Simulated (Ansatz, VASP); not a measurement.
## One calculation of Si, two programs

```
CELL_PARAMETERS angstrom
0.00000 2.72212 2.72212
2.72212 0.00000 2.72212
2.72212 2.72212 0.00000
ATOMIC_POSITIONS crystal
Si 0.00000 0.00000 0.00000
Si 0.25000 0.25000 0.25000
```

Alike in both runs: functional r2SCAN; k mesh 10 × 10 × 10; occupations gaussian, width 0.02 eV; no spin polarisation.

Ansatz relaxed the structure, and its values are those at the end. VASP's run is a single point on that final structure, the one shown.

```csv
,VASP,Ansatz
version,VASP 6.6.1,Ansatz 0.2.0
potentials or method,"VASP PAW PBE potentials, release 64 (Si), cutoff 550 eV","scalar-relativistic, plane waves, PAW"
valence electrons in the cell,8,8
```

```tsv
	VASP	Ansatz	Ansatz less VASP
gap on the k mesh at the Fermi level (eV)	0.79	0.78	-0.015
least direct gap on the mesh (eV)	2.76	2.74	-0.016
pressure (GPa)	-0.2	0.0	+0.24
```

VASP's potentials were made for PBE, not for r2SCAN.
